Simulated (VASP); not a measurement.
A run of VASP 6.6.1:

Contents of INCAR:

```
  ALGO = Normal
  EDIFF = 1E-7
  ENCUT = 520
  GGA = PE
  ISIF = 2
  ISMEAR = 0
  ISPIN = 2
  LASPH = T
  LCHARG = F
  LMAXMIX = 4
  LORBIT = 11
  LREAL = F
  LWAVE = F
  MAGMOM = 0 4 0 0
  NBANDS = 28
  NELM = 150
  PREC = Accurate
  SIGMA = 0.1
```

Contents of KPOINTS:

```
k-points
0
Gamma
  4 4 4
```

POSCAR

```
HfMnN2
1.0
    2.7389540600     -2.7430185800      0.0000000000
    2.7389540600      2.7430185800      0.0000000000
    0.0000000000      0.0000000000      4.0420212100
Hf Mn N
1 1 2
Direct
    0.5000000000      0.5000000000      0.0000000000
    0.0000000000      0.0000000000      0.0000000000
    0.2405378500      0.2405378500      0.0000000000
    0.7594621500      0.7594621500      0.0000000000
```

Potentials or basis: VASP PAW PBE potentials, release 64 (Hf_pv, Mn_pv, N).

Launch:

```bash
$ cat potpaw_PBE.64/Hf_pv/POTCAR potpaw_PBE.64/Mn_pv/POTCAR potpaw_PBE.64/N/POTCAR > POTCAR
$ mpirun -np 1 vasp_std > vasp.out
```

Hardware: 1 thread of Oxide Virtual Turin-like Processor, with other jobs on the host.

Estimate the wall time of this run.

Run time: 61 s on 1 thread of Oxide Virtual Turin-like Processor, on a shared host, peak memory 0.19 GiB. Counts: scf iterations 17, k points 21.
